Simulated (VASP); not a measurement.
Write the native input for VASP 6.6.1 that does the following.

```
Task                   : single point
Functional             : PBE
Potentials or basis    : VASP PAW PBE potentials, release 64 (Cd, Bi_d, O)
Cutoff                 : 520 eV
k mesh                 : 6 × 6 × 2
Occupations            : gaussian, width 0.1 eV
Spin                   : no spin polarisation
Dipole correction      : no
Further INCAR settings : ALGO = Normal; EDIFF = 1e-06; NBANDS = 34
```

The structure of Cd2BiO2 lies in POSCAR:

```
Cd2BiO2
1.0
    4.5195347949      0.0000000000      0.0000000000
   -2.2597673974      3.9140319457      0.0000000000
    0.0000000000      0.0000000000      6.1398668211
Cd Bi O
2 1 2
Direct
    0.6666666667      0.3333333333      0.5000000000
    0.3333333333      0.6666666667      0.0000000000
    0.6666666667      0.3333333333      0.0000000000
    0.0000000000      0.0000000000      0.7497361800
    0.0000000000      0.0000000000      0.2502638200
```

The cell was generated, and may not be a known phase.

One way to write it, as run:

INCAR

```
SYSTEM = Cd2BiO2
PREC = Accurate ; ENCUT = 520
EDIFF = 1E-6 ; ISMEAR = 0
SIGMA = 0.1 ; LREAL = .FALSE.
LASPH = .TRUE. ; NELM = 60
ALGO = Normal ; ISIF = 2
LWAVE = .FALSE. ; LCHARG = .FALSE.
GGA = PE ; NBANDS = 34
```

KPOINTS

```
Automatic mesh
0
G
  6 6 2
  0 0 0
```

Potentials or basis: VASP PAW PBE potentials, release 64 (Cd, Bi_d, O).

Launch:

```console
$ cat potpaw_PBE.64/Cd/POTCAR potpaw_PBE.64/Bi_d/POTCAR potpaw_PBE.64/O/POTCAR > POTCAR
$ mpirun -np 1 vasp_std > vasp.out
```

It gave:

The pressure is 0.4 GPa and the band gap on the k mesh is zero (an odd number of electrons rules out a gap without spin polarisation).

Caveat: the k points lie up to 0.51 Å⁻¹ apart, too coarse for converged energies and pressures of a metal; spin-orbit coupling is left out, which moves the levels of the heavy elements; an odd number of electrons without spin polarisation forces a metal; a magnetic or distorted state may lie lower.

It took 41 s on 1 thread of Oxide Virtual Turin-like Processor, with other jobs on the host, peak memory 0.22 GiB.
